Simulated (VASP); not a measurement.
# CuI (rocksalt type) (Fm-3m) in VASP: further runs

Runs on CuI (rocksalt type). Level: LDA. Tasks: single point.

Program: VASP 6.6.1. These are calculated values, not measurements. Logs are shortened: lines on timing, memory, paths and dates and some standing lists are left out, and cuts for length are marked.

**1. The cell of the first run**

Symmetry: Fm-3m, No. 225, cubic system. The conventional cell has a = 5.521 Å, b = 5.521 Å, c = 5.521 Å, α = 90.00°, β = 90.00°, γ = 90.00°. Within 3.6 Å of Cu (site symmetry m-3m) lie 6 I at 2.76 Å. I (site symmetry m-3m) has 6 Cu at 2.76 Å within 3.6 Å.

**2. Single point, LDA**

File INCAR:

```
ALGO     = Normal         # electronic algorithm
EDIFF    = 1E-7           # SCF threshold, eV
ENCUT    = 520            # plane-wave cutoff, eV
GGA      = CA             # functional
ISIF     = 2              # what is computed and relaxed
ISMEAR   = -1             # smearing method
LASPH    = True           # aspherical terms in the spheres
LCHARG   = False          # write CHGCAR
LREAL    = False          # projectors in reciprocal space
LWAVE    = False          # write WAVECAR
NBANDS   = 16             # bands
NELM     = 100            # most SCF steps
PREC     = Accurate       # precision mode
SIGMA    = 0.08           # smearing width, eV
```

File KPOINTS:

```
k-points
0
Gamma
  13 13 13
```

File POSCAR:

```
CuI
1.0
    0.0000000000      2.7604203649      2.7604203649
    2.7604203649      0.0000000000      2.7604203649
    2.7604203649      2.7604203649      0.0000000000
Cu I
1 1
Direct
    0.0000000000      0.0000000000      0.0000000000
    0.5000000000      0.5000000000      0.5000000000
```

Potentials or basis: VASP PAW LDA potentials, release 64 (Cu, I).

Run with:

```sh
> cat potpaw_LDA.64/Cu/POTCAR potpaw_LDA.64/I/POTCAR > POTCAR
> mpirun -np 1 vasp_std > vasp.out
```

OUTCAR:

```text
EDIFF = 1E-7
   ENCUT = 520
   GGA = CA
   ISIF = 2
   ISMEAR = -1
   LASPH = True
   LREAL = False
   NELM = 100
   PREC = Accurate

 ion  position               nearest neighbor table
   1  0.000  0.000  0.000-   2 2.76   2 2.76   2 2.76   2 2.76   2 2.76   2 2.76
   2  0.500  0.500  0.500-   1 2.76   1 2.76   1 2.76   1 2.76   1 2.76   1 2.76

  LATTYP: Found a face centered cubic cell.
 ALAT       =     5.5208407298

  Lattice vectors:

 A1 = (   0.0000000000,   2.7604203649,   2.7604203649)
 A2 = (   2.7604203649,   0.0000000000,   2.7604203649)
 A3 = (   2.7604203649,   2.7604203649,   0.0000000000)

Analysis of symmetry for initial positions (statically):
=====================================================================
 Subroutine PRICEL returns:
 Original cell was already a primitive cell.

 Routine SETGRP: Setting up the symmetry group for a
 face centered cubic supercell.

 Subroutine GETGRP returns: Found 48 space group operations
 (whereof 48 operations were pure point group operations)
 out of a pool of 48 trial point group operations.

The static configuration has the point symmetry O_h .

Analysis of symmetry for dynamics (positions and initial velocities):
=====================================================================
 Subroutine PRICEL returns:
 Original cell was already a primitive cell.

 Routine SETGRP: Setting up the symmetry group for a
 face centered cubic supercell.

 Subroutine GETGRP returns: Found 48 space group operations
 (whereof 48 operations were pure point group operations)
 out of a pool of 48 trial point group operations.

The dynamic configuration has the point symmetry O_h .

 Subroutine INISYM returns: Found 48 space group operations
 (whereof 48 operations are pure point group operations),
 and found     1 'primitive' translations

----------------------------------------------------------------------------------------

                                     Primitive cell

  volume of cell :      42.0684

  direct lattice vectors                    reciprocal lattice vectors
     0.000000000  2.760420365  2.760420365    -0.181131833  0.181131833  0.181131833
     2.760420365  0.000000000  2.760420365     0.181131833 -0.181131833  0.181131833
     2.760420365  2.760420365  0.000000000     0.181131833  0.181131833 -0.181131833

  length of vectors
     3.903823918  3.903823918  3.903823918     0.313729537  0.313729537  0.313729537

  position of ions in fractional coordinates (direct lattice)
     0.000000000  0.000000000  0.000000000
     0.500000000  0.500000000  0.500000000

  ion indices of the primitive-cell ions
   primitive index   ion index
                 1           1
                 2           2

----------------------------------------------------------------------------------------

 KPOINTS: k-points

Automatic generation of k-mesh.
 Grid dimensions read from file:
 generate k-points for:   13   13   13

 Generating k-lattice:

  Cartesian coordinates                     Fractional coordinates (reciprocal lattice)
    -0.013933218  0.013933218  0.013933218     0.076923077  0.000000000  0.000000000
     0.013933218 -0.013933218  0.013933218     0.000000000  0.076923077  0.000000000
     0.013933218  0.013933218 -0.013933218     0.000000000  0.000000000  0.076923077

  Length of vectors
     0.024133041  0.024133041  0.024133041

  Shift w.r.t. Gamma in fractional coordinates (k-lattice)
     0.000000000  0.000000000  0.000000000

 Subroutine IBZKPT returns following result:
 ===========================================

 Found     84 irreducible k-points:

 Following reciprocal coordinates:
            Coordinates               Weight
  0.000000  0.000000  0.000000      1.000000
  0.076923  0.000000  0.000000      8.000000
  0.153846  0.000000  0.000000      8.000000
  0.230769  0.000000  0.000000      8.000000
  0.307692  0.000000  0.000000      8.000000
  0.384615  0.000000  0.000000      8.000000
[... 16 lines left out ...]
  0.384615  0.153846  0.000000     24.000000
  0.461538  0.153846  0.000000     24.000000
 [... further k-points ...]
   k-points           NKPTS =     84   k-points in BZ     NKDIM =     84   number of bands    NBANDS=     16
   number of dos      NEDOS =    301   number of ions     NIONS =      2
   total plane-waves  NPLWV =  27000
   dimension x,y,z NGX =    30 NGY =   30 NGZ =   30
   dimension x,y,z NGXF=    60 NGYF=   60 NGZF=   60
   ions per type =               1   1
   NGX,Y,Z   is equivalent  to a cutoff of  12.78, 12.78, 12.78 a.u.
   NGXF,Y,Z  is equivalent  to a cutoff of  25.55, 25.55, 25.55 a.u.
 SYSTEM =  unknown system
   PREC   = accura    normal or accurate (medium, high low for compatibility)
   ISTART =      0    job   : 0-new  1-cont  2-samecut
   ICHARG =      2    charge: 1-file 2-atom 10-const
   ISPIN  =      1    spin polarized calculation?
   LNONCOLLINEAR =      F non collinear calculations
   LSORBIT =      F    spin-orbit coupling
   LASPH  =      T    aspherical Exc in radial PAW
   ENCUT  =  520.0 eV  38.22 Ry    6.18 a.u.   7.26  7.26  7.26*2*pi/ulx,y,z
   NELM   =    100;   NELMIN=  2; NELMDL= -5     # of ELM steps
   EDIFF  = 0.1E-06   stopping-criterion for ELM
   LREAL  =      F    real-space projection
   EDIFFG = 0.1E-05   stopping-criterion for IOM
   NSW    =      0    number of steps for IOM
   IBRION =     -1    ionic relax: 0-MD 1-quasi-New 2-CG
   NFREE  =      0    steps in history (QN), initial steepest desc. (CG)
   ISIF   =      2    stress and relaxation
   ISYM   =      2    0-nonsym 1-usesym 2-fastsym
   POTIM  = 0.5000    time-step for ionic-motion
   TEBEG  =    0.0;   TEEND  =   0.0 temperature during run
   PSTRESS=    0.0 pullay stress
   NELECT =      18.0000    total number of electrons
   NUPDOWN=      -1.0000    fix difference up-down
   EMIN   =  10.00;   EMAX   =-10.00  energy-range for DOS
   EFERMI =   0.00;   METHOD = LEGACY
   ISMEAR =    -1;   SIGMA  =   0.08  broadening in eV -4-tet -1-fermi 0-gaus
   EFERMI_NEDOS =   21; number of points for ismear=-14 and -15
   IALGO  =     38    algorithm
   IMIX   =      4    mixing-type and parameters
     AMIX     =   0.40;   BMIX     =  1.00
     AMIX_MAG =   1.60;   BMIX_MAG =  1.00
  volume/ion in A,a.u.               =      21.03       141.95
  Fermi-wavevector in a.u.,A,eV,Ry     =   1.233617  2.331199 20.705504  1.521812
  Thomas-Fermi vector in A             =   2.368340
   LORBIT       =      0    0 simple, 1 ext, 2 COOP (PROOUT), +10 PAW based schemes
   GGA     = CA    functional components
   LHFCALC =     F    Hartree Fock is set to
   AEXX    =    0.0000 exact exchange contribution
   IVDW    =     0    specifies the selected vdW correction
   LEPSILON=     F    determine dielectric tensor
   LRPA    =     F    only Hartree local field effects (RPA)
 non-spin polarized calculation
  energy-cutoff  :      520.00
  volume of cell :       42.07
 maximum number of plane-waves:      1154
 NGX is ok and might be reduce to    30
   NGX = 15   NGY = 15   NGZ = 15

 number of electron      17.9999986 magnetization

 Free energy of the ion-electron system (eV)
  ---------------------------------------------------
  ext. energy  EPLUGINS =         0.00000000
  ---------------------------------------------------
  free energy    TOTEN  =        -6.59898354 eV

  energy without entropy =       -6.58675873  energy(sigma->0) =       -6.59287113

 E-fermi :   7.4347     XC(G=0): -10.8385

 val. band max:        7.4322980848   @ k =  -0.3846   0.0769   0.0000
 cond. band min:       7.7445323152   @ k =  -0.4615   0.3846   0.0000
 fundamental gap:      0.3122342304
 Fermi energy:         7.4346536442

 k-point     1 :       0.0000    0.0000    0.0000
  band No.  band energies     occupation
      1      -7.5582      2.00000
      2       4.9274      2.00000
      3       4.9274      2.00000
      4       4.9413      2.00000
      5       4.9413      2.00000
      6       4.9413      2.00000
[... 8 lines left out ...]
     15      16.2727      0.00000
     16      16.2727      0.00000

 k-point     2 :       0.0769    0.0000    0.0000
  band No.  band energies     occupation
      1      -7.5028      2.00000
      2       4.6651      2.00000
      3       4.6968      2.00000
      4       4.6968      2.00000
      5       4.9541      2.00000
      6       4.9541      2.00000
[... 8 lines left out ...]
     15      15.7769      0.00000
     16      16.1033      0.00000

 k-point     3 :       0.1538    0.0000    0.0000
  band No.  band energies     occupation
      1      -7.3424      2.00000
      2       3.6895      2.00000
      3       4.3220      2.00000
      4       4.3220      2.00000
      5       4.9952      2.00000
      6       4.9952      2.00000
[... 8 lines left out ...]
     15      15.7089      0.00000
     16      15.8131      0.00000

 k-point     4 :       0.2308    0.0000    0.0000
  band No.  band energies     occupation
      1      -7.0953      2.00000
      2       2.5511      2.00000
      3       3.9748      2.00000
      4       3.9748      2.00000
      5       5.0546      2.00000
      6       5.0546      2.00000
[... 8 lines left out ...]
     15      16.2713      0.00000
     16      16.2713      0.00000
[... 324 lines left out ...]
 k-point    22 :       0.3077    0.1538    0.0000
  band No.  band energies     occupation
      1      -6.8447      2.00000
      2       2.0788      2.00000
      3       3.7014      2.00000
      4       3.9348      2.00000
      5       4.9576      2.00000
      6       5.1131      2.00000
[... 8 lines left out ...]
     15      18.0015      0.00000
     16      18.2402      0.00000

 k-point    23 :       0.3846    0.1538    0.0000
  band No.  band energies     occupation
      1      -6.5699      2.00000
      2       1.3373      2.00000
      3       3.3592      2.00000
      4       3.6672      2.00000
      5       5.0318      2.00000
      6       5.1848      2.00000
[... 8 lines left out ...]
     15      18.7433      0.00000
     16      19.1292      0.00000

 k-point    24 :       0.4615    0.1538    0.0000
  band No.  band energies     occupation
      1      -6.3371      2.00000
      2       0.7694      2.00000
      3       3.1415      2.00000
      4       3.4842      2.00000
      5       5.1090      2.00000
      6       5.2219      2.00000
[... 8 lines left out ...]
     15      19.7668      0.00000
     16      19.9608      0.00000

 [... further k-points ...]
[... 5 lines left out ...]
  --------------------------------------------------------------------------------------
  -------------------------------------------------------------------------------------
  Total        0.0338236      0.0338236      0.0338236     -0.0000000      0.0000000      0.0000000
  in kB        1.2881744      1.2881744      1.2881744     -0.0000000      0.0000000      0.0000000
  external PRESSURE =       1.2881744 kB  Pullay stress =       0.0000000 kB

 VOLUME and BASIS-vectors are now :
 -----------------------------------------------------------------------------
  energy-cutoff  :      520.00
  volume of cell :       42.07
      direct lattice vectors                 reciprocal lattice vectors
     0.000000000  2.760420365  2.760420365    -0.181131833  0.181131833  0.181131833
     2.760420365  0.000000000  2.760420365     0.181131833 -0.181131833  0.181131833
     2.760420365  2.760420365  0.000000000     0.181131833  0.181131833 -0.181131833

 POSITION                                       TOTAL-FORCE (eV/Angst)
 -----------------------------------------------------------------------------------
      0.00000      0.00000      0.00000        -0.000000     -0.000000     -0.000000
      2.76042      2.76042      2.76042         0.000000      0.000000      0.000000
 -----------------------------------------------------------------------------------
    total drift:                               -0.000000      0.000000      0.000000

  FREE ENERGIE OF THE ION-ELECTRON SYSTEM (eV)
  ---------------------------------------------------
  free  energy   TOTEN  =        -6.5989835362 eV

  energy  without entropy=       -6.5867587306  energy(sigma->0) =       -6.59287113
```

Wall time 2.1 min (1 thread of AMD EPYC 7R13, shared host); peak memory 0.16 GiB.

What came out:

| Item | Value |
| --- | --- |
| Free energy | -6.5990 eV |
| Pressure | 0.1 GPa |
| Band gap on the k mesh | zero (bands 9 and 10 overlap by 0.63 eV) |

Caveat: spin-orbit coupling is left out, which moves the levels of the heavy elements.

**3. Single point, LDA (21.24 Å³/atom)**

This run uses another cell than the first one, of 21.24 Å³/atom.

File INCAR:

```
SYSTEM = CuI
PREC = Accurate
ENCUT = 520
EDIFF = 1E-6
ISMEAR = -1
SIGMA = 0.08
LREAL = .FALSE.
LASPH = .TRUE.
NELM = 80
ALGO = Normal
ISIF = 2
LWAVE = .FALSE.
LCHARG = .FALSE.
NBANDS = 16
```

File KPOINTS:

```
regular mesh
0
G
  13 13 13
  0 0 0
```

File POSCAR:

```
CuI
1.0
    0.0000000000      2.7695912641      2.7695912641
    2.7695912641      0.0000000000      2.7695912641
    2.7695912641      2.7695912641      0.0000000000
Cu I
1 1
Direct
    0.0000000000      0.0000000000      0.0000000000
    0.5000000000      0.5000000000      0.5000000000
```

Potentials or basis: VASP PAW LDA potentials, release 64 (Cu, I).

Run with:

```sh
> cat potpaw_LDA.64/Cu/POTCAR potpaw_LDA.64/I/POTCAR > POTCAR
> mpirun -np 1 vasp_std > vasp.out
```

Run time: 1.7 min. Hardware: 1 thread of AMD EPYC 7R13, shared host; peak memory 0.16 GiB.

The run converged. Its results:

```
Free energy            : -6.5986 eV
Pressure               : -0.4 GPa
Band gap on the k mesh : zero (bands 9 and 10 overlap by 0.62 eV)
```

Levels at points of the mesh, in eV from the Fermi level:
```tsv
k point	band 7	band 8	band 9	band 10	band 11	band 12
(0.00, 0.00, 0.00)	-1.83	-1.83	-1.83	1.23	7.39	7.39
```

Caveat: spin-orbit coupling is left out, which moves the levels of the heavy elements.

The gap in the log of VASP goes by the Fermi energy; the results here count the filled bands.